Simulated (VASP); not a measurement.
Wanted: the native input for a VASP 6.6.1 run.

```
Task                   : single point
Functional             : PBE
Potentials or basis    : VASP PAW PBE potentials, release 64 (Hf_pv, B)
Cutoff                 : 520 eV
k mesh                 : 8 × 4 × 4
Occupations            : gaussian, width 0.2 eV
Spin                   : no spin polarisation
Dipole correction      : no
Further INCAR settings : ALGO = Normal; EDIFF = 1e-06; NBANDS = 29
```

The structure of HfB3 lies in POSCAR:

```
HfB3
1.0
   -0.0002611418      3.0311358625      0.0015482826
    0.0009440393     -0.0010252225      5.1392209745
    5.2487576993      0.0005825460     -0.0009754043
Hf B
2 6
Direct
    0.2500219276      0.0000022871      0.0419030726
   -0.2500160869     -0.0000002657      0.5418966365
   -0.2500178937      0.4999906319      0.5420060307
    0.2500388168      0.5000096873      0.0420196042
    0.7499808120      0.6546557803      0.2080154452
    0.2499385309      0.6546580629      0.7080724551
    0.7500672701      0.3453386851      0.2080015483
    0.2499866231      0.3453451311      0.7080852074
```

One way to write it, as run:

INCAR

```
SYSTEM = HfB3
PREC = Accurate
ENCUT = 520
EDIFF = 1E-6
ISMEAR = 0
SIGMA = 0.2
LREAL = .FALSE.
LASPH = .TRUE.
NELM = 80
ALGO = Normal
ISIF = 2
LWAVE = .FALSE.
LCHARG = .FALSE.
GGA = PE
NBANDS = 29
```

KPOINTS

```
regular mesh
0
G
  8 4 4
  0 0 0
```

Potentials or basis: VASP PAW PBE potentials, release 64 (Hf_pv, B).

Command:

```sh
$ cat potpaw_PBE.64/Hf_pv/POTCAR potpaw_PBE.64/B/POTCAR > POTCAR
$ mpirun -np 1 vasp_std > vasp.out
```

It gave:

| Quantity | Value |
| --- | --- |
| Pressure | -0.1 GPa |
| Largest force | 0.023 eV/Å |
| Band gap on the k mesh | zero (band 19 reaches 6.18 eV, above the bottom of band 20 at 4.55 eV) |

Caveat: spin-orbit coupling is left out, which moves the levels of the heavy elements.

Wall time 3.9 min on 1 thread of AMD EPYC 7R43 64-Core Processor (Zen 3), with other jobs on the host, peak memory 0.23 GiB.
